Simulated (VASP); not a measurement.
# Fe (P6/mmm) in VASP: notebook, part 2 of 2

VASP 6.6.1.

### Step 3. Relaxation of cell and atoms, LDA, collinear spin, ferromagnetic start, target pressure 210 GPa, at which the enthalpy is minimised

This run uses another cell than the first one: it holds 3 atoms, not 1.

The input, INCAR:

```
ALGO = Normal
EDIFF = 1E-6
EDIFFG = -0.005
ENCUT = 600
IBRION = 2
ISIF = 3
ISMEAR = -1
ISPIN = 2
LASPH = True
LCHARG = False
LMAXMIX = 4
LORBIT = 11
LREAL = False
LWAVE = False
MAGMOM = 2.5 2.5 2.5
NELM = 150
NSW = 32
PREC = Accurate
PSTRESS = 2100.0
SIGMA = 0.05
```

The input, KPOINTS:

```
k-points
0
Gamma
  11 11 15
```

The input, POSCAR:

```
Fe
1.0
    3.4161420182      0.0000000000      0.0000000000
   -1.7080710091      2.9584657707      0.0000000000
    0.0000000000      0.0000000000      2.1104402450
Fe
3
Direct
    0.0000000000      0.0000000000      0.0000000000
    0.3333333333      0.6666666667      0.5000000000
    0.6666666667      0.3333333333      0.5000000000
```

Potentials or basis: VASP PAW LDA potentials, release 64 (Fe).

Run with:

```console
> cat potpaw_LDA.64/Fe/POTCAR > POTCAR
> mpirun -np 1 vasp_std > vasp.out
```

OUTCAR:

```text
EDIFF = 1E-6
   EDIFFG = -0.005
   ENCUT = 600
   IBRION = 2
   ISIF = 3
   ISMEAR = -1
   ISPIN = 2
   LASPH = True
   LORBIT = 11
   LREAL = False
   NELM = 150
   NSW = 32
   PREC = Accurate
   PSTRESS = 2100.0

 ion  position               nearest neighbor table
   1  0.000  0.000  0.000-   2 2.24   3 2.24   2 2.24   3 2.24   3 2.24   3 2.24   2 2.24   2 2.24
                             3 2.24   3 2.24   2 2.24   2 2.24
   2  0.333  0.667  0.500-   3 1.97   3 1.97   3 1.97   1 2.24   1 2.24   1 2.24   1 2.24   1 2.24
                             1 2.24   3 2.89   3 2.89   3 2.89   3 2.89   3 2.89   3 2.89
   3  0.667  0.333  0.500-   2 1.97   2 1.97   2 1.97   1 2.24   1 2.24   1 2.24   1 2.24   1 2.24
                             1 2.24   2 2.89   2 2.89   2 2.89   2 2.89   2 2.89   2 2.89

  LATTYP: Found a hexagonal cell.
 ALAT       =     3.4161420182
 C/A-ratio  =     0.6177846921

  Lattice vectors:

 A1 = (   3.4161420182,   0.0000000000,   0.0000000000)
 A2 = (  -1.7080710091,   2.9584657707,   0.0000000000)
 A3 = (   0.0000000000,   0.0000000000,   2.1104402450)

Analysis of symmetry for initial positions (statically):
[... 289 lines left out ...]
 Fermi energy:        12.0461524528

 spin component 1

 k-point     1 :       0.0000    0.0000    0.0000
  band No.  band energies     occupation
      1       0.9530      1.00000
      2       4.5653      1.00000
      3       7.5428      1.00000
      4       7.5428      1.00000
      5       7.5528      1.00000
      6       7.5528      1.00000
[... 541 lines left out ...]
     19      25.9418      0.00000
     20      27.5361      0.00000

 [... further k-points ...]

 spin component 2

 k-point     1 :       0.0000    0.0000    0.0000
  band No.  band energies     occupation
      1       0.9530      1.00000
      2       4.5653      1.00000
      3       7.5428      1.00000
      4       7.5428      1.00000
      5       7.5528      1.00000
      6       7.5528      1.00000
[... 577 lines left out ...]
  energy  without entropy=      -23.8079442681  energy(sigma->0) =      -23.82122047

  enthalpy is  TOTEN    =         4.1206579913 eV   P V=       27.9551546690

 reached required accuracy - stopping structural energy minimisation

 total charge

# of ion       s       p       d       tot
------------------------------------------
    1        0.733   1.069   6.900   8.703
    2        0.763   1.073   7.000   8.837
    3        0.763   1.073   7.000   8.837
--------------------------------------------------
tot          2.260   3.216  20.899  26.376

 magnetization (x)

# of ion       s       p       d       tot
------------------------------------------
    1        0.000   0.000   0.000   0.000
    2        0.000  -0.000  -0.000  -0.000
    3        0.000  -0.000  -0.000  -0.000
--------------------------------------------------
tot          0.000  -0.000  -0.000  -0.000
```

OSZICAR:

```text
N       E                     dE             d eps       ncg     rms          rms(c)
DAV:   1     0.171090146344E+03    0.17109E+03   -0.11745E+04 11096   0.201E+03
DAV:   2    -0.171089620846E+02   -0.18820E+03   -0.17662E+03 10244   0.334E+02
[... 25 lines left out ...]
DAV:   1    -0.238349664531E+02   -0.28939E-02   -0.24090E-02 11260   0.127E+00    0.148E-01
DAV:   2    -0.238349028587E+02    0.63594E-04   -0.24755E-03 11600   0.973E-01    0.218E-01
DAV:   3    -0.238346381638E+02    0.26469E-03   -0.25986E-03 12276   0.927E-01    0.982E-02
DAV:   4    -0.238344993576E+02    0.13881E-03   -0.32019E-04 16976   0.287E-01    0.136E-02
DAV:   5    -0.238344970709E+02    0.22866E-05   -0.12573E-05 12688   0.462E-02    0.502E-03
DAV:   6    -0.238344966777E+02    0.39322E-06   -0.10433E-06  6172   0.194E-02
   3 F= 0.41206580E+01 E0= 0.41339342E+01  d E =-.168645E-03  mag=    -0.0000
```

CONTCAR:

```text
Fe
   1.00000000000000
     3.4139759283063742    0.0000000000000000    0.0000000000000000
    -1.7069879641531871    2.9565898818264986    0.0000000000000000
     0.0000000000000000   -0.0000000000000000    2.1130104563566476
  Fe
     3
Direct
     0.0000000000000000    1.0000000000000000    0.0000000000000000
     0.3333333332999970    0.6666666667000030    0.5000000000000000
     0.6666666667000030    0.3333333332999970    0.5000000000000000

  0.00000000E+00  0.00000000E+00  0.00000000E+00
  0.00000000E+00  0.00000000E+00  0.00000000E+00
  0.00000000E+00  0.00000000E+00  0.00000000E+00
```

Run time: 6 min. Hardware: 1 thread of AMD EPYC 7R43 (Zen 3), shared host; peak memory 0.16 GiB.

What came out:

```
Free energy                                                : -23.8345 eV
Energy change on relaxing (the run minimises the enthalpy) : +0.4 meV/atom
Ionic steps                                                : 3
Pressure after relaxing                                    : 210.1 GPa
Band gap on the k mesh                                     : zero (filled and empty bands overlap)
Net moment                                                 : 0.00 μB per cell
```

The path:
| step | energy change (eV) | largest force (eV/Å) | pressure (GPa) | volume (Å³) |
| --- | --- | --- | --- | --- |
| 1 | 0.0000 | 0.0000 | 209.98 | 21.33 |
| 2 | 0.0037 | 0.0000 | 210.25 | 21.33 |
| 3 | 0.0013 | 0.0000 | 210.10 | 21.33 |

Final structure:
```
Fe
1.0
     3.41398    0.00000    0.00000
    -1.70699    2.95659    0.00000
     0.00000    0.00000    2.11301
Fe
3
Direct
  0.00000 0.00000 0.00000
  0.33333 0.66667 0.50000
  0.66667 0.33333 0.50000
```

Levels at points of the mesh, in eV from the Fermi level:
Spin up:
| k point | band 9 | band 10 | band 11 | band 12 | band 13 | band 14 | band 15 | band 16 |
| --- | --- | --- | --- | --- | --- | --- | --- | --- |
| (0.00, 0.00, 0.00) | -2.37 | -2.37 | -1.44 | -1.44 | -1.34 | -1.34 | 1.69 | 1.69 |
Spin down:
| k point | band 9 | band 10 | band 11 | band 12 | band 13 | band 14 | band 15 | band 16 |
| --- | --- | --- | --- | --- | --- | --- | --- | --- |
| (0.00, 0.00, 0.00) | -2.37 | -2.37 | -1.44 | -1.44 | -1.34 | -1.34 | 1.69 | 1.69 |

Caveat: the cell is relaxed towards a set pressure, so the run minimises the enthalpy, not the energy; atoms lie so close that the PAW spheres overlap strongly, which falsifies energies and pressures.
